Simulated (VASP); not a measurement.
# Ta7Mo9 in VASP: notebook, part 2 of 2

VASP 6.6.1. Earlier steps stand in the parts before.

## 3. Single point, PBE

INCAR reads:

```
ALGO     = Normal         # electronic algorithm
EDIFF    = 1E-6           # SCF threshold, eV
ENCUT    = 520            # plane-wave cutoff, eV
GGA      = PE             # functional
ISIF     = 2              # what is computed and relaxed
ISMEAR   = -1             # smearing method
ISYM     = 0            
LASPH    = True           # aspherical terms in the spheres
LCHARG   = False          # write CHGCAR
LREAL    = Auto         
LWAVE    = False          # write WAVECAR
NBANDS   = 116            # bands
NELM     = 80             # most SCF steps
PREC     = Accurate       # precision mode
SIGMA    = 0.1534         # smearing width, eV
```

KPOINTS reads:

```
Automatic mesh
0
Gamma
  1 1 1
  0.25 0.25 0.25
```

POSCAR reads:

```
Ta7Mo9
1.0
    6.4357620000      0.0753480000     -0.1865720000
    0.0753480000      6.5467160000      0.2328530000
   -0.1865720000      0.2328530000      6.2967750000
Mo Ta
9 7
Direct
    0.5036869964      0.7389299411      0.7290939944
    0.7745299839      0.4763639209      0.9757504183
    0.5359832146      0.7732737375      0.2440775398
    0.5145171931      0.2380192603      0.2090746458
   -0.0105980200      0.7457382149      0.1980658870
    0.2518314262      0.9465683271      0.9922611842
    0.9866552125      0.2463470033      0.2257245332
    0.2294234942      0.4963713642      0.9805200978
    0.2643225927      0.0227026067      0.4697912542
    0.0300214149      0.2526734281      0.7372280873
    0.0210331583      0.7718551933      0.7174932249
    0.4839899615      0.2912299900      0.7181238329
    0.2634974129      0.5372145504      0.4480505052
    0.7655842618      0.5189410620      0.4767557367
    0.7382985199      0.0229978203      0.4661974932
    0.7777311781      0.0219504512      0.9826377206
```

Potentials or basis: VASP PAW PBE potentials, release 64 (Mo_sv, Ta_pv).

The run is started by

```console
$ cat potpaw_PBE.64/Mo_sv/POTCAR potpaw_PBE.64/Ta_pv/POTCAR > POTCAR
$ mpirun -np 1 vasp_std > vasp.out
```

OUTCAR:

```text
EDIFF = 1E-6
   ENCUT = 520
   GGA = PE
   ISIF = 2
   ISMEAR = -1
   ISYM = 0
   LASPH = True
   LREAL = Auto
   NELM = 80
   PREC = Accurate

 ion  position               nearest neighbor table
   1  0.504  0.739  0.729-  13 2.72   2 2.75   9 2.77   6 2.79  14 2.83   8 2.87  15 2.91  12 2.94
                            16 3.06   3 3.07  11 3.11   3 3.27  11 3.35
   2  0.775  0.476  0.976-   7 2.44   5 2.69   4 2.73   1 2.75  10 2.76  12 2.76   8 2.93  16 2.97
                            11 2.98   3 3.11  14 3.13  14 3.19
   3  0.536  0.773  0.244-  14 2.53   6 2.54  15 2.56  13 2.69  16 2.80   9 2.87   5 2.95   4 3.04
[... 308 lines left out ...]
  in kB       98.8058085    141.3966909    136.2704723    -33.9606997    -60.3809078     35.5929450
  external PRESSURE =     125.4909906 kB  Pullay stress =       0.0000000 kB

 VOLUME and BASIS-vectors are now :
 -----------------------------------------------------------------------------
  energy-cutoff  :      520.00
  volume of cell :      264.68
      direct lattice vectors                 reciprocal lattice vectors
     6.435762000  0.075348000 -0.186572000     0.155540365 -0.001956651  0.004680982
     0.075348000  6.546716000  0.232853000    -0.001956651  0.152974127 -0.005714916
    -0.186572000  0.232853000  6.296775000     0.004680982 -0.005714916  0.159161488

 POSITION                                       TOTAL-FORCE (eV/Angst)
 -----------------------------------------------------------------------------------
      3.16126      5.04529      4.66903         0.987216      1.352131      0.714903
      4.83854      3.40419      6.11050        -2.039436      2.000908     -0.788378
      3.46219      5.15962      1.61696        -0.995257     -1.865985     -2.530298
      3.29024      1.64570      1.27592        -2.068700      2.743057      0.364186
      6.38679      5.00281      1.23623        -0.078410      0.069511      2.087475
      1.50692      6.44694      6.42147         0.733496      3.840828     -0.805801
[... 8 lines left out ...]
      4.66627      0.31474      2.80315         1.026334     -0.706514      2.451483
      4.82361      0.43111      6.04746        -2.080674     -1.980976     -1.481131
 -----------------------------------------------------------------------------------
    total drift:                               -0.002897     -0.001031      0.001022

  FREE ENERGIE OF THE ION-ELECTRON SYSTEM (eV)
  ---------------------------------------------------
  free  energy   TOTEN  =      -178.0620977100 eV

  energy  without entropy=     -177.0488700679  energy(sigma->0) =     -177.55548389
```

OSZICAR:

```text
N       E                     dE             d eps       ncg     rms          rms(c)
DAV:   1     0.265787400996E+04    0.26579E+04   -0.12005E+05   232   0.185E+03
DAV:   2    -0.201049531580E+02   -0.26780E+04   -0.26189E+04   244   0.593E+02
DAV:   3    -0.180402719807E+03   -0.16030E+03   -0.15444E+03   304   0.132E+02
[... 12 lines left out ...]
DAV:  16    -0.178062107983E+03   -0.51099E-05   -0.79447E-05   304   0.399E-02    0.241E-02
DAV:  17    -0.178062103632E+03    0.43501E-05   -0.31408E-05   288   0.274E-02    0.927E-03
DAV:  18    -0.178062099472E+03    0.41609E-05   -0.65284E-06   232   0.125E-02    0.357E-03
DAV:  19    -0.178062098129E+03    0.13430E-05   -0.11294E-06   136   0.626E-03    0.202E-03
DAV:  20    -0.178062097710E+03    0.41861E-06   -0.43881E-07   128   0.278E-03
   1 F= -.17806210E+03 E0= -.17755548E+03  d E =-.101323E+01
```

Run time: 1.7 min. Hardware: 1 thread of Intel Xeon Platinum 8488C (Sapphire Rapids), shared host; peak memory 0.33 GiB.

What came out:

```yaml
Free_energy: -178.0621 eV
Pressure: 12.5 GPa
Largest_force: 3.992 eV/Å
```

Forces on the atoms (eV/Å):
```
Mo   0.987  1.352  0.715
Mo  -2.039  2.001 -0.788
Mo  -0.995 -1.866 -2.530
Mo  -2.069  2.743  0.364
Mo  -0.078  0.070  2.087
Mo   0.733  3.841 -0.806
Mo   3.143  0.509  0.913
Mo   2.078 -0.393 -0.345
Mo   0.130 -1.078  0.446
Ta   0.038 -0.863 -1.613
Ta  -0.647 -0.766 -0.498
Ta   0.583 -1.871  1.145
Ta  -0.251 -0.975  0.470
Ta  -0.558 -0.015 -0.530
Ta   1.026 -0.707  2.451
Ta  -2.081 -1.981 -1.481
```

Stress tensor (GPa, compression positive):
```
 9.88 -3.40  3.56
-3.40 14.14 -6.04
 3.56 -6.04 13.63
```

Caveat: the k points lie up to 1.00 Å⁻¹ apart; spin-orbit coupling is left out, which moves the levels of the heavy elements.

## 4. Single point, PBE

INCAR reads:

```
PREC = Accurate
ENCUT = 520
EDIFF = 1E-6
ISMEAR = -1
SIGMA = 0.1534
LREAL = Auto
LASPH = True
NELM = 60
ALGO = Normal
ISIF = 2
LWAVE = False
LCHARG = False
GGA = PE
ISYM = 0
NBANDS = 116
```

KPOINTS is that of step 3.

POSCAR reads:

```
Ta7Mo9
1.0
    6.4357620000      0.0753480000     -0.1865720000
    0.0753480000      6.5467160000      0.2328530000
   -0.1865720000      0.2328530000      6.2967750000
Mo Ta
9 7
Direct
    0.4979479911      0.7509905549      0.7279302101
    0.7796402621      0.5405326875      0.9871965228
    0.5141234553      0.7326490639      0.2101432096
    0.5016590729      0.2118077201      0.2233598109
    0.0147185753      0.7432941264      0.1934586843
    0.2519007929      0.9894530776      0.9850613238
    1.0139774358      0.2477062636      0.2444987556
    0.2814813594      0.4769127059      1.0204931867
    0.2454000444     -0.0198088495      0.4858967213
    0.0187272382      0.2859531822      0.7400362760
   -0.0030374298      0.7532917422      0.7549731503
    0.5164225976      0.2434529803      0.7029330475
    0.2406143538      0.4858610111      0.4594707143
    0.7593201927      0.5057574540      0.4281556426
    0.7368422976     -0.0313917008      0.4916834082
    0.7694901615      0.0209740869      0.9435225873
```

The run is started by

```console
$ cat potpaw_PBE.64/Mo_sv/POTCAR potpaw_PBE.64/Ta_pv/POTCAR > POTCAR
$ mpirun -np 1 vasp_std > vasp.out
```

It took 2 min on 1 thread of Intel Xeon Platinum 8488C (Sapphire Rapids), shared host; peak memory 0.33 GiB.

Results (log left out):

```
Free energy   : -177.2264 eV
Pressure      : 13.3 GPa
Largest force : 4.555 eV/Å
```

Forces in eV/Å, atoms in the order of the input:
```
Mo  -0.245 -0.592  0.250
Mo  -2.017 -3.925 -1.128
Mo  -1.266  2.010 -0.485
Mo   0.370 -0.150  0.242
Mo   0.730  1.795  3.395
Mo   1.164  0.847 -1.021
Mo  -0.845 -0.998 -0.464
Mo   0.182  0.786 -3.602
Mo   0.601  0.058  0.065
Ta  -0.141 -2.093 -0.669
Ta   2.383 -1.019 -3.032
Ta  -1.703  1.684  0.911
Ta   1.310  1.072  1.743
Ta  -0.635 -0.686  2.908
Ta   1.215  1.490 -2.469
Ta  -1.102 -0.279  3.355
```

Stress tensor (GPa, compression positive):
```
 8.26 -4.13  1.68
-4.13 12.29 -8.81
 1.68 -8.81 19.39
```

Levels at points of the mesh, in eV from the Fermi level:
```csv
k point,band 98,band 99,band 100,band 101,band 102,band 103,band 104,band 105
"(0.25, 0.25, 0.25)",-0.39,-0.35,-0.26,-0.18,0.03,0.06,0.20,0.68
```

Caveat: the k points lie up to 1.00 Å⁻¹ apart; spin-orbit coupling is left out, which moves the levels of the heavy elements.

## 5. Single point, PBE

INCAR reads:

```
PREC     = Accurate       # precision mode
ENCUT    = 520            # plane-wave cutoff, eV
EDIFF    = 1E-6           # SCF threshold, eV
ISMEAR   = -1             # smearing method
SIGMA    = 0.05           # smearing width, eV
LREAL    = Auto         
LASPH    = True           # aspherical terms in the spheres
NELM     = 100            # most SCF steps
ALGO     = Normal         # electronic algorithm
ISIF     = 2              # what is computed and relaxed
LWAVE    = False          # write WAVECAR
LCHARG   = False          # write CHGCAR
GGA      = PE             # functional
ISYM     = 0            
NBANDS   = 116            # bands
```

KPOINTS is that of step 4.

POSCAR reads:

```
Ta7Mo9
1.0
    6.4357620000      0.0753480000     -0.1865720000
    0.0753480000      6.5467160000      0.2328530000
   -0.1865720000      0.2328530000      6.2967750000
Mo Ta
9 7
Direct
    0.5280705459      0.7299058070      0.7346777392
    0.7638907118      0.4738488696      0.9857394439
    0.5066365922      0.7306157820      0.2238704933
    0.5104469968      0.2403790662      0.2292062414
    0.0185621638      0.7487663874      0.2269564468
    0.2756164350      0.9823567726      0.9853429077
    0.0216592848      0.2343469543      0.2359388139
    0.2796309891      0.4824010928     -0.0265128147
    0.2484226635      0.9784616179      0.4967104573
    0.0216209551      0.2400054473      0.7207525879
    1.0168631340      0.7236586965      0.7521029559
    0.5029646404      0.2328885769      0.7237924676
    0.2677669507      0.5006283496      0.4750536588
    0.7572946072      0.4957043007      0.4734535911
    0.7569032613      0.9866881465      0.4730786252
    0.7487356935     -0.0168676077      0.9973189115
```

The run is started by

```console
$ cat potpaw_PBE.64/Mo_sv/POTCAR potpaw_PBE.64/Ta_pv/POTCAR > POTCAR
$ mpirun -np 1 vasp_std > vasp.out
```

Run time: 1.8 min. Hardware: 1 thread of Intel Xeon Platinum 8488C (Sapphire Rapids), shared host; peak memory 0.33 GiB.

The run converged. Its results:

```yaml
Free_energy: -180.2838 eV
Pressure: 7.4 GPa
Largest_force: 1.633 eV/Å
```

Forces in eV/Å, atoms in the order of the input:
```
Mo  -0.898  0.595 -0.565
Mo   0.709  0.357  0.140
Mo  -0.039  0.649  0.608
Mo  -0.051  0.018 -0.333
Mo   0.415  0.406 -0.321
Mo  -0.907 -0.261  0.377
Mo  -0.128  0.033 -0.570
Mo  -0.886 -0.397  1.312
Mo   1.000  0.124 -0.789
Ta  -0.281  0.000  1.178
Ta   0.169  0.092 -0.332
Ta   0.746 -0.383  0.495
Ta  -0.985 -0.106 -1.037
Ta   0.622 -0.394 -0.505
Ta  -0.289  0.021  0.585
Ta   0.802 -0.756 -0.243
```

Stress tensor (GPa, compression positive):
```
 2.90 -5.39  0.27
-5.39 10.27 -8.24
 0.27 -8.24  9.01
```

Levels at points of the mesh, in eV from the Fermi level:
```tsv
k point	band 98	band 99	band 100	band 101	band 102	band 103	band 104	band 105
(0.25, 0.25, 0.25)	-0.36	-0.30	-0.25	-0.19	0.00	0.17	0.28	0.84
```

Caveat: the k points lie up to 1.00 Å⁻¹ apart; spin-orbit coupling is left out, which moves the levels of the heavy elements.
